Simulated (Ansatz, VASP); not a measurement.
**Bi in VASP and in Ansatz**

INCAR

```
SYSTEM = Bi
  PREC = Accurate
  ENCUT = 520
  EDIFF = 1E-6
  ISMEAR = -1
  SIGMA = 0.03
  LREAL = .FALSE.
  LASPH = .TRUE.
  NELM = 100
  ALGO = Normal
  ISIF = 2
  LWAVE = .FALSE.
  LCHARG = .FALSE.
  GGA = PE
  NBANDS = 22
```

The input KPOINTS:

```
regular mesh
0
G
  11 11 11
  0 0 0
```

The input POSCAR:

```
Bi
1.0
    2.2880530951      1.3210080704      3.9801861936
   -2.2880530951      1.3210080704      3.9801861936
    0.0000000000     -2.6420161407      3.9801861936
Bi
2
Direct
    0.2338900000      0.2338900000      0.2338900000
    0.7661100000      0.7661100000      0.7661100000
```

Input for Ansatz:

```yaml
crystal:
  lattice:
    - [2.2880530951, 1.3210080704, 3.9801861936]
    - [-2.2880530951, 1.3210080704, 3.9801861936]
    - [0.0, -2.6420161407, 3.9801861936]
  atoms:
    - { symbol: Bi, position: [0.23389, 0.23389, 0.23389] }
    - { symbol: Bi, position: [0.76611, 0.76611, 0.76611] }
kpoints:
  mp_grid: { grid: [11, 11, 11] }
scf:
  occupations: { method: fermi_dirac, width: 0.03 }
hamiltonian:
  xc: pbe
  pseudopotentials: { kind: all_electron, lapw: { basis_error: 0.00025 } }
output:
  forces: true
  stress: true
  eigenvalues: true
```

Change from the starting cell: volume scaled by 1.02.

Alike in both runs: task single point; functional PBE; k mesh 11 × 11 × 11; occupations fermi-dirac, width 0.03 eV; no spin polarisation.

```csv
,VASP,Ansatz
version,VASP 6.6.1,Ansatz 0.2.0
potentials or method,"VASP PAW PBE potentials, release 64 (Bi_d), cutoff 520 eV","all-electron LAPW, scalar-relativistic"
```

|  | VASP | Ansatz | Ansatz less VASP |
| --- | --- | --- | --- |
| pressure (GPa) | 0.8 | 0.8 | +0.05 |
| traceless stress, the component that is largest in VASP (GPa) | 0.18 | 0.18 | -0.001 |
| rms of the force components (eV/Å) | 0.062 | 0.058 | -0.0033 |

Atom by atom the forces differ by 0.003 eV/Å (rms over components). Ansatz ran all-electron here, and VASP with PAW potentials.

Neither program's run includes spin-orbit coupling.
